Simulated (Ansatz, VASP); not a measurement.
**MgC18 in VASP and in Ansatz**

```xyz
19
Lattice="7.3980 0.0000 0.0000 -3.6990 6.4069 0.0000 0.0000 0.0000 11.0000" Properties=species:S:1:pos:R:3 pbc="T T T"
C     0.0256   -0.0155    0.9515
C     1.2714    0.6934    0.9504
C    -1.2072    2.1193    0.9491
C     0.0388    2.8282    0.9503
C    -2.4397    4.2558    0.9459
C    -1.1949    4.9645    0.9470
C     2.4927   -0.0142    0.9508
C     3.7361    0.6934    0.9516
C     1.2602    2.1198    0.9475
C     2.5040    2.8280    0.9497
C     0.0268    4.2568    0.9482
C     1.2710    4.9653    0.9476
C     4.9581   -0.0153    0.9482
C     6.2021    0.6923    0.9478
C     3.7244    2.1195    0.9499
C     4.9694    2.8284    0.9468
C     2.4922    4.2565    0.9513
C     3.7358    4.9647    0.9514
Mg   -0.8713    3.2938    4.1249
```

Alike in both runs: functional LDA; k mesh 2 × 2 × 1; occupations fermi-dirac, width 0.02 eV; no spin polarisation.

Ansatz relaxed the structure, and its values are those at the end. VASP's run is a single point on that final structure, the one shown.

```csv
,VASP,Ansatz
version,VASP 6.6.1,Ansatz 0.2.0
potentials or method,"VASP PAW LDA potentials, release 64 (C, Mg), cutoff 520 eV","scalar-relativistic, plane waves, PAW"
valence electrons in the cell,74,82
```

```csv
,VASP,Ansatz,Ansatz less VASP
rms of the force components (eV/Å),0.013,0.013,-0.0005
```

LDA's correlation is that of Perdew and Zunger in VASP and of Perdew and Wang (1992) in Ansatz. VASP's potentials hold 74 valence electrons a cell and Ansatz's 82, so a difference there can come from the potentials and not from the codes.

The k mesh is coarse, so the values compare programs but aren't converged.
